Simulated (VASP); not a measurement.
The system is Li2YZnC6N6.

```xyz
16
Lattice="0.0000 5.2970 5.2970 5.2970 0.0000 5.2970 5.2970 5.2970 0.0000" Properties=species:S:1:pos:R:3 pbc="T T T"
Li    2.6485    2.6485    2.6485
Li    7.9455    7.9455    7.9455
Y     5.2970    5.2970    5.2970
Zn    0.0000    0.0000    0.0000
C     1.9170    5.2970    5.2970
C     5.2970    1.9170    5.2970
C     5.2970    5.2970    1.9170
C     8.6770    5.2970    5.2970
C     5.2970    8.6770    5.2970
C     5.2970    5.2970    8.6770
N     3.0870    5.2970    5.2970
N     5.2970    3.0870    5.2970
N     5.2970    5.2970    3.0870
N     7.5070    5.2970    5.2970
N     5.2970    7.5070    5.2970
N     5.2970    5.2970    7.5070
```

* Program: VASP 6.6.1
* Task: relaxation of cell and atoms
* Functional: PBE
* Potentials or basis: VASP PAW PBE potentials, release 64 (Li_sv, Y_sv, Zn, C, N)
* Cutoff: 600 eV
* k mesh: 4 × 4 × 4
* Occupations: gaussian, width 0.1 eV
* Spin: no spin polarisation

At the start: pressure 14.1 GPa; volume 18.58 Å³/atom.

Task: Where does the relaxation end?

Result: Over 14 steps the energy falls by 217.8 meV/atom and the volume is 23.80 Å³/atom (+28.1 %); space group Fm-3m (No. 225, to 0.1 Å) before and after.

Step by step:
```tsv
step	energy change (eV)	largest force (eV/Å)	pressure (GPa)	volume (Å³)
1	0.0000	2.1972	14.09	297.25
2	-3.0051	4.4289	4.01	373.22
3	-3.0263	4.0960	4.39	367.15
4	-0.4458	7.6283	-9.43	419.91
5	-3.4280	0.6499	-0.51	379.75
6	-3.4309	0.3991	-0.20	378.80
7	-3.4310	0.3371	-0.12	378.57
8	-3.4440	0.2788	-0.13	379.10
9	-3.4716	0.1527	-0.17	380.71
10	-3.4770	0.2018	-0.15	383.93
11	-3.4825	0.1111	-0.16	382.63
12	-3.4767	0.5053	-0.59	381.87
13	-3.4830	0.0495	-0.27	382.46
14	-3.4847	0.0151	-0.07	380.75
```

Final structure:
```xyz
16
Lattice="0.0000 5.7527 5.7527 5.7527 0.0000 5.7527 5.7527 5.7527 0.0000" Properties=species:S:1:pos:R:3 pbc="T T T"
Li    2.8763    2.8763    2.8763
Li    8.6290    8.6290    8.6290
Y     5.7527    5.7527    5.7527
Zn    5.7527    0.0000    5.7527
C     2.2224    5.7527    5.7527
C     5.7527    2.2224    5.7527
C     5.7527    5.7527    2.2224
C     9.2829    5.7527    5.7527
C     5.7527    9.2829    5.7527
C     5.7527    5.7527    9.2829
N     3.4008    5.7527    5.7527
N     5.7527    3.4008    5.7527
N     5.7527    5.7527    3.4008
N     8.1046    5.7527    5.7527
N     5.7527    8.1046    5.7527
N     5.7527    5.7527    8.1046
```

Caveat: the cutoff is under 1.25 times the usual one of these potentials, so pressure, stress and relaxed cells hold a basis-set (Pulay) error; the volume moved by over 15 % at a fixed basis, so the end points are rough; an odd number of electrons without spin polarisation forces a metal; a magnetic or distorted state may lie lower.
